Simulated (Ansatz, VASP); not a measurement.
**Sb: VASP beside Ansatz**

File INCAR:

```
SYSTEM = Sb
ALGO = Normal ; EDIFF = 1E-8
ENCUT = 400 ; GGA = PS
GGA_COMPAT = .False. ; ISIF = 2
ISMEAR = -1 ; LASPH = .True.
LCHARG = .False. ; LEFG = .True.
LREAL = .False. ; LWAVE = .False.
NBANDS = 8 ; NELM = 120
PREC = Accurate ; SIGMA = 0.05
```

The input KPOINTS:

```
k-points
0
Gamma
  13 13 13
  0 0 0
```

File POSCAR:

```
Sb
1.0
    3.1600000000      0.0000000000      0.0000000000
    0.0000000000      3.1600000000      0.0000000000
    0.0000000000      0.0000000000      3.1284000000
Sb
1
Direct
    0.0000000000      0.0000000000      0.0000000000
```

Input for Ansatz:

```yaml
crystal:
  lattice:
    - [3.16, 0.0, 0.0]
    - [0.0, 3.16, 0.0]
    - [0.0, 0.0, 3.1284]
  atoms:
    - { symbol: Sb, position: [0.0, 0.0, 0.0] }
kpoints:
  mp_grid: { grid: [13, 13, 13] }
scf:
  occupations: { method: fermi_dirac, width: 0.05 }
hamiltonian:
  xc: pbesol
  pseudopotentials: { kind: all_electron, datasets: crystal }
output:
  forces: true
  stress: true
  eigenvalues: true
  efg: { contact_densities: true }
```

Change from the starting cell: zz strain of -1 %, crystal datasets.

Alike in both runs: task electric field gradients; functional PBEsol; k mesh 13 × 13 × 13; occupations fermi-dirac, width 0.05 eV; no spin polarisation.

|  | VASP | Ansatz |
| --- | --- | --- |
| version | VASP 6.6.1 | Ansatz 0.2.0 |
| potentials or method | VASP PAW PBE potentials, release 64 (Sb), cutoff 400 eV | all-electron PAW with datasets made for the crystal, scalar-relativistic |

|  | VASP | Ansatz | Ansatz less VASP |
| --- | --- | --- | --- |
| pressure (GPa) | -4.4 | -4.5 | -0.03 |
| traceless stress, the component that is largest in VASP (GPa) | 0.95 | 0.94 | -0.008 |
| size of Vzz on the site where it differs most (V/Å²) | 4.4 | 3.8 | -0.59 |

VASP's potentials were made for PBE, not for PBEsol. Ansatz ran all-electron here, and VASP with PAW potentials.

Spin-orbit coupling is off throughout.
